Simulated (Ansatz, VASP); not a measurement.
**WC: VASP beside Ansatz**

File INCAR:

```
PREC = Accurate
ENCUT = 520
EDIFF = 1E-6
ISMEAR = -1
SIGMA = 0.05
LREAL = False
LASPH = True
NELM = 80
ALGO = Normal
ISIF = 2
LWAVE = False
LCHARG = False
GGA = PE
NBANDS = 16
```

Contents of KPOINTS:

```
regular mesh
0
Gamma
  13 13 12
```

The input POSCAR:

```
WC
1.0
    2.9005014360      0.0000000000      0.0000000000
   -1.4502507180      2.5119079273      0.0000000000
    0.0000000000      0.0000000000      2.8290000000
W C
1 1
Direct
    0.0000000000      0.0000000000      0.0000000000
    0.6666666667      0.3333333333      0.5000000000
```

Input for Ansatz:

```yaml
crystal:
  lattice:
    - [2.900501436, 0.0, 0.0]
    - [-1.450250718, 2.5119079273, 0.0]
    - [0.0, 0.0, 2.829]
  atoms:
    - { symbol: W, position: [0.0, 0.0, 0.0] }
    - { symbol: C, position: [0.6666666667, 0.3333333333, 0.5] }
kpoints:
  mp_grid: { grid: [13, 13, 12] }
  band_path:
    path:
      - [0.0, 0.0, 0.0]
      - [0.5, 0.0, 0.0]
      - [0.3333333333, 0.3333333333, 0.0]
      - [0.0, 0.0, 0.0]
      - [0.0, 0.0, 0.5]
      - [0.5, 0.0, 0.5]
      - [0.3333333333, 0.3333333333, 0.5]
      - [0.0, 0.0, 0.5]
      - [0.5, 0.0, 0.5]
    npoints: 14
scf:
  occupations: { method: fermi_dirac, width: 0.05 }
hamiltonian:
  xc: pbe
  pseudopotentials: { kind: all_electron, lapw: { basis_error: 0.001 } }
output:
  forces: true
  stress: true
  eigenvalues: true
  populations: true
  dos: { projected: true, de: 0.2, e_range: [-14, 8] }
```

Alike in both runs: task single point; functional PBE; k mesh 13 × 13 × 12; occupations fermi-dirac, width 0.05 eV; no spin polarisation.

|  | VASP | Ansatz |
| --- | --- | --- |
| version | VASP 6.6.1 | Ansatz 0.2.0 |
| potentials or method | VASP PAW PBE potentials, release 64 (W_sv, C), cutoff 520 eV | all-electron LAPW, scalar-relativistic |

Ansatz gave:

- pressure (GPa): 8.5
- traceless stress, the component that is largest in VASP (GPa): 0.09

Q: What did VASP give for the same quantities?

A: Pressure (GPa): 9.5; traceless stress, the component that is largest in VASP (GPa): 0.30.

Ansatz ran all-electron here, and VASP with PAW potentials.

Spin-orbit coupling is off throughout.
